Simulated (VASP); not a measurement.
# Ga (Cmcm) in VASP: notebook

The runs below take Ga through relaxation of cell and atoms, single point, with PBEsol.

Program: VASP 6.6.1. These are calculated values, not measurements. Logs are shortened: lines on timing, memory, paths and dates and some standing lists are left out, and cuts for length are marked.

**1. The cell of the first run**

It takes space group Cmcm (No. 63, orthorhombic). Conventional cell: a = 2.900 Å, b = 8.130 Å, c = 3.170 Å, α = 90.00°, β = 90.00°, γ = 90.00°. Ga (site symmetry m2m) has 10 Ga at 2.68 to 3.17 Å within 3.5 Å.

**2. Relaxation of cell and atoms, PBEsol**

Contents of INCAR:

```
SYSTEM = Ga
PREC = Accurate
ENCUT = 600
EDIFF = 1E-6
ISMEAR = -1
SIGMA = 0.05
LREAL = .FALSE.
LASPH = .TRUE.
NELM = 80
ALGO = Normal
ISIF = 3
LWAVE = .FALSE.
LCHARG = .FALSE.
GGA = PS
IBRION = 2
NSW = 80
EDIFFG = -0.01
```

Contents of KPOINTS:

```
Automatic mesh
0
G
  10 10 8
  0 0 0
```

Contents of POSCAR:

```
Ga
1.0
    1.4500000000     -4.0650000000      0.0000000000
    1.4500000000      4.0650000000      0.0000000000
    0.0000000000      0.0000000000      3.1700000000
Ga
2
Direct
    0.1330000000      0.8670000000      0.7500000000
    0.8670000000      0.1330000000      0.2500000000
```

Potentials or basis: VASP PAW PBE potentials, release 64 (Ga_d).

Run with:

```bash
$ cat potpaw_PBE.64/Ga_d/POTCAR > POTCAR
$ mpirun -np 1 vasp_std > vasp.out
```

OUTCAR:

```text
SYSTEM = Ga
   PREC = Accurate
   ENCUT = 600
   EDIFF = 1E-6
   ISMEAR = -1
   LREAL = .FALSE.
   LASPH = .TRUE.
   NELM = 80
   ISIF = 3
   GGA = PS
   IBRION = 2
   NSW = 80
   EDIFFG = -0.01

 ion  position               nearest neighbor table
   1  0.133  0.867  0.750-   2 2.68   2 2.68   2 2.87   2 2.87   2 2.87   2 2.87
   2  0.867  0.133  0.250-   1 2.68   1 2.68   1 2.87   1 2.87   1 2.87   1 2.87

  LATTYP: Found a base centered orthorhombic cell.
 ALAT       =     2.9000000000
 B/A-ratio  =     2.8034482759
 C/A-ratio  =     1.0931034483

  Lattice vectors:

 A1 = (   1.4500000000,  -4.0650000000,   0.0000000000)
 A2 = (   1.4500000000,   4.0650000000,   0.0000000000)
 A3 = (   0.0000000000,   0.0000000000,   3.1700000000)

Analysis of symmetry for initial positions (statically):
=====================================================================
 Subroutine PRICEL returns:
 Original cell was already a primitive cell.

 Routine SETGRP: Setting up the symmetry group for a
 base centered orthorhombic supercell.

 Subroutine GETGRP returns: Found  8 space group operations
 (whereof  4 operations were pure point group operations)
 out of a pool of  8 trial point group operations.

The static configuration has the point symmetry C_2h.
 The point group associated with its full space group is D_2h.

Analysis of symmetry for dynamics (positions and initial velocities):
=====================================================================
 Subroutine PRICEL returns:
 Original cell was already a primitive cell.

 Routine SETGRP: Setting up the symmetry group for a
 base centered orthorhombic supercell.

 Subroutine GETGRP returns: Found  8 space group operations
 (whereof  4 operations were pure point group operations)
 out of a pool of  8 trial point group operations.

The dynamic configuration has the point symmetry C_2h.
 The point group associated with its full space group is D_2h.

 Subroutine INISYM returns: Found  8 space group operations
 (whereof  4 operations are pure point group operations),
 and found     1 'primitive' translations

----------------------------------------------------------------------------------------

                                     Primitive cell

  volume of cell :      37.3695

  direct lattice vectors                    reciprocal lattice vectors
     1.450000000 -4.065000000  0.000000000     0.344827586 -0.123001230  0.000000000
     1.450000000  4.065000000  0.000000000     0.344827586  0.123001230  0.000000000
     0.000000000  0.000000000  3.170000000     0.000000000  0.000000000  0.315457413

  length of vectors
     4.315868974  4.315868974  3.170000000     0.366108409  0.366108409  0.315457413

  position of ions in fractional coordinates (direct lattice)
     0.133000000  0.867000000  0.750000000
     0.867000000  0.133000000  0.250000000

  ion indices of the primitive-cell ions
   primitive index   ion index
                 1           1
                 2           2

----------------------------------------------------------------------------------------

 KPOINTS: Automatic mesh

Automatic generation of k-mesh.
 Grid dimensions read from file:
 generate k-points for:   10   10    8

 Generating k-lattice:

  Cartesian coordinates                     Fractional coordinates (reciprocal lattice)
     0.034482759 -0.012300123  0.000000000     0.100000000  0.000000000  0.000000000
     0.034482759  0.012300123  0.000000000     0.000000000  0.100000000  0.000000000
     0.000000000  0.000000000  0.039432177     0.000000000  0.000000000  0.125000000

  Length of vectors
     0.036610841  0.036610841  0.039432177

  Shift w.r.t. Gamma in fractional coordinates (k-lattice)
     0.000000000  0.000000000  0.000000000

 Subroutine IBZKPT returns following result:
 ===========================================

 Found    155 irreducible k-points:

 Following reciprocal coordinates:
            Coordinates               Weight
  0.000000  0.000000  0.000000      1.000000
  0.100000  0.000000  0.000000      4.000000
  0.200000  0.000000  0.000000      4.000000
  0.300000  0.000000  0.000000      4.000000
  0.400000 -0.000000  0.000000      4.000000
  0.500000  0.000000  0.000000      2.000000
[... 16 lines left out ...]
  0.300000  0.300000  0.000000      2.000000
  0.400000  0.300000  0.000000      4.000000
 [... further k-points ...]
   k-points           NKPTS =    155   k-points in BZ     NKDIM =    155   number of bands    NBANDS=     17
   number of dos      NEDOS =    301   number of ions     NIONS =      2
   total plane-waves  NPLWV =  36288
   dimension x,y,z NGX =    36 NGY =   36 NGZ =   28
   dimension x,y,z NGXF=    72 NGYF=   72 NGZF=   56
   ions per type =               2
   NGX,Y,Z   is equivalent  to a cutoff of  13.87, 13.87, 14.68 a.u.
   NGXF,Y,Z  is equivalent  to a cutoff of  27.73, 27.73, 29.37 a.u.
 SYSTEM =  Ga
   PREC   = accura    normal or accurate (medium, high low for compatibility)
   ISTART =      0    job   : 0-new  1-cont  2-samecut
   ICHARG =      2    charge: 1-file 2-atom 10-const
   ISPIN  =      1    spin polarized calculation?
   LNONCOLLINEAR =      F non collinear calculations
   LSORBIT =      F    spin-orbit coupling
   LASPH  =      T    aspherical Exc in radial PAW
   ENCUT  =  600.0 eV  44.10 Ry    6.64 a.u.   8.62  8.62  6.33*2*pi/ulx,y,z
   NELM   =     80;   NELMIN=  2; NELMDL= -5     # of ELM steps
   EDIFF  = 0.1E-05   stopping-criterion for ELM
   LREAL  =      F    real-space projection
   EDIFFG = -.1E-01   stopping-criterion for IOM
   NSW    =     80    number of steps for IOM
   IBRION =      2    ionic relax: 0-MD 1-quasi-New 2-CG
   NFREE  =      1    steps in history (QN), initial steepest desc. (CG)
   ISIF   =      3    stress and relaxation
   ISYM   =      2    0-nonsym 1-usesym 2-fastsym
   POTIM  = 0.5000    time-step for ionic-motion
   TEBEG  =    0.0;   TEEND  =   0.0 temperature during run
   PSTRESS=    0.0 pullay stress
   NELECT =      26.0000    total number of electrons
   NUPDOWN=      -1.0000    fix difference up-down
   EMIN   =  10.00;   EMAX   =-10.00  energy-range for DOS
   EFERMI =   0.00;   METHOD = LEGACY
   ISMEAR =    -1;   SIGMA  =   0.05  broadening in eV -4-tet -1-fermi 0-gaus
   EFERMI_NEDOS =   21; number of points for ismear=-14 and -15
   IALGO  =     38    algorithm
   IMIX   =      4    mixing-type and parameters
     AMIX     =   0.40;   BMIX     =  1.00
     AMIX_MAG =   1.60;   BMIX_MAG =  1.00
  volume/ion in A,a.u.               =      18.68       126.09
  Fermi-wavevector in a.u.,A,eV,Ry     =   1.450641  2.741314 28.631555  2.104360
  Thomas-Fermi vector in A             =   2.568230
   LORBIT       =      0    0 simple, 1 ext, 2 COOP (PROOUT), +10 PAW based schemes
   GGA     = PS    functional components
   LHFCALC =     F    Hartree Fock is set to
   AEXX    =    0.0000 exact exchange contribution
   IVDW    =     0    specifies the selected vdW correction
   LEPSILON=     F    determine dielectric tensor
   LRPA    =     F    only Hartree local field effects (RPA)
 conjugate gradient relaxation of ions
 non-spin polarized calculation
  energy-cutoff  :      600.00
  volume of cell :       37.37
 maximum number of plane-waves:      1273
   NGX = 17   NGY = 17   NGZ = 13

--------------------------------------- Ionic step        1  -------------------------------------------

 number of electron      26.0000010 magnetization

 Free energy of the ion-electron system (eV)
  ---------------------------------------------------
  ext. energy  EPLUGINS =         0.00000000
  ---------------------------------------------------
  free energy    TOTEN  =        -6.68051424 eV

  energy without entropy =       -6.67745198  energy(sigma->0) =       -6.67898311

------------------------ aborting loop because EDIFF is reached ----------------------------------------

  FORCE on cell =-STRESS in cart. coord.  units (eV):
  Direction    XX          YY          ZZ          XY          YZ          ZX
  --------------------------------------------------------------------------------------
  -------------------------------------------------------------------------------------
  Total       -0.8852176     -0.4279639     -0.2097067      0.0000000      0.0000000      0.0000000
  in kB      -37.9527116    -18.3484724     -8.9909392      0.0000000      0.0000000      0.0000000
  external PRESSURE =     -21.7640411 kB  Pullay stress =       0.0000000 kB

 VOLUME and BASIS-vectors are now :
 -----------------------------------------------------------------------------
  energy-cutoff  :      600.00
  volume of cell :       37.37
      direct lattice vectors                 reciprocal lattice vectors
     1.450000000 -4.065000000  0.000000000     0.344827586 -0.123001230  0.000000000
     1.450000000  4.065000000  0.000000000     0.344827586  0.123001230  0.000000000
     0.000000000  0.000000000  3.170000000     0.000000000  0.000000000  0.315457413
[... 181 lines left out ...]
 POSITION                                       TOTAL-FORCE (eV/Angst)
 -----------------------------------------------------------------------------------
      1.40907      2.93555      2.37191         0.000000     -0.006893      0.000000
      1.40907     -2.93555      0.79064         0.000000      0.006893     -0.000000
 -----------------------------------------------------------------------------------
    total drift:                               -0.000000     -0.000000     -0.000000

  FREE ENERGIE OF THE ION-ELECTRON SYSTEM (eV)
  ---------------------------------------------------
  free  energy   TOTEN  =        -6.6987801496 eV

  energy  without entropy=       -6.6950697348  energy(sigma->0) =       -6.69692494

--------------------------------------- Ionic step        7  -------------------------------------------

 number of electron      26.0000007 magnetization

 Free energy of the ion-electron system (eV)
  ---------------------------------------------------
  ext. energy  EPLUGINS =         0.00000000
  ---------------------------------------------------
  free energy    TOTEN  =        -6.69880019 eV

  energy without entropy =       -6.69513081  energy(sigma->0) =       -6.69696550

 E-fermi :   5.9047     XC(G=0): -11.3660

 val. band max:        5.8960265109   @ k =   0.3000   0.3000   0.3750
 cond. band min:       5.9271186475   @ k =   0.0000   0.0000   0.3750
 fundamental gap:      0.0310921365
 Fermi energy:         5.9047415854

 k-point     1 :       0.0000    0.0000    0.0000
  band No.  band energies     occupation
      1      -9.3147      2.00000
      2      -9.2823      2.00000
      3      -9.2242      2.00000
      4      -9.2137      2.00000
      5      -8.9828      2.00000
      6      -8.9675      2.00000
[... 9 lines left out ...]
     16      14.3358      0.00000
     17      15.5181      0.00000
[... 441 lines left out ...]
 k-point    24 :       0.4000    0.3000    0.0000
  band No.  band energies     occupation
      1      -9.2280      2.00000
      2      -9.1794      2.00000
      3      -9.1334      2.00000
      4      -9.0925      2.00000
      5      -9.0605      2.00000
      6      -9.0445      2.00000
[... 9 lines left out ...]
     16      13.2745      0.00000
     17      13.2803      0.00000

 [... further k-points ...]
[... 5 lines left out ...]
  --------------------------------------------------------------------------------------
  -------------------------------------------------------------------------------------
  Total        0.0037878     -0.0086678      0.0181776      0.0000000      0.0000000      0.0000000
  in kB        0.1692246     -0.3872401      0.8121021      0.0000000      0.0000000      0.0000000
  external PRESSURE =       0.1980289 kB  Pullay stress =       0.0000000 kB

 VOLUME and BASIS-vectors are now :
 -----------------------------------------------------------------------------
  energy-cutoff  :      600.00
  volume of cell :       35.86
      direct lattice vectors                 reciprocal lattice vectors
     1.409803703 -4.019811873 -0.000000000     0.354659304 -0.124383930  0.000000000
     1.409803703  4.019811873  0.000000000     0.354659304  0.124383930 -0.000000000
     0.000000000  0.000000000  3.164048894     0.000000000 -0.000000000  0.316050742

 POSITION                                       TOTAL-FORCE (eV/Angst)
 -----------------------------------------------------------------------------------
      1.40980      2.93469      2.37304         0.000000     -0.009803     -0.000000
      1.40980     -2.93469      0.79101         0.000000      0.009803      0.000000
 -----------------------------------------------------------------------------------
    total drift:                                0.000000      0.000000     -0.000000

  FREE ENERGIE OF THE ION-ELECTRON SYSTEM (eV)
  ---------------------------------------------------
  free  energy   TOTEN  =        -6.6988001862 eV

  energy  without entropy=       -6.6951308109  energy(sigma->0) =       -6.69696550

 reached required accuracy - stopping structural energy minimisation
```

It took 6.2 min on 1 thread of Intel Xeon 8259CL, shared host; peak memory 0.26 GiB.

Results:

- Free energy: -6.6988 eV
- Relaxed volume: 17.93 Å³/atom
- Relaxed cell: a = 4.260 Å, b = 4.260 Å, c = 3.164 Å, α = 90.00°, β = 90.00°, γ = 141.35°
- Space group after relaxing (to 0.1 Å): Cmcm (No. 63)
- Energy gained by relaxing: 9.1 meV/atom
- Ionic steps: 7
- Pressure after relaxing: 0.0 GPa
- Largest force after relaxing: 0.010 eV/Å
- Band gap on the k mesh: zero (bands 13 and 14 overlap by 9.23 eV)

Forces in eV/Å, atoms in the order of the input:
```
Ga   0.000 -0.010  0.000
Ga   0.000  0.010  0.000
```

The path:
| step | energy change (eV) | largest force (eV/Å) | pressure (GPa) | volume (Å³) |
| --- | --- | --- | --- | --- |
| 1 | 0.0000 | 0.2098 | -2.18 | 37.37 |
| 2 | -0.0170 | 0.0825 | -0.15 | 36.01 |
| 3 | -0.0176 | 0.0535 | 0.24 | 35.73 |
| 4 | -0.0176 | 0.0491 | 0.44 | 35.69 |
| 5 | -0.0183 | 0.0083 | -0.06 | 35.84 |
| 6 | -0.0183 | 0.0069 | 0.07 | 35.84 |
| 7 | -0.0183 | 0.0098 | 0.02 | 35.86 |

Final structure:
```
Ga
1.0
     1.40980   -4.01981    0.00000
     1.40980    4.01981    0.00000
     0.00000    0.00000    3.16405
Ga
2
Direct
  0.13497 0.86503 0.75000
  0.86503 0.13497 0.25000
```

Caveat: the PAW data sets were made with another functional, which shifts forces and pressure a little.

(Continued in part 2 of 2.)
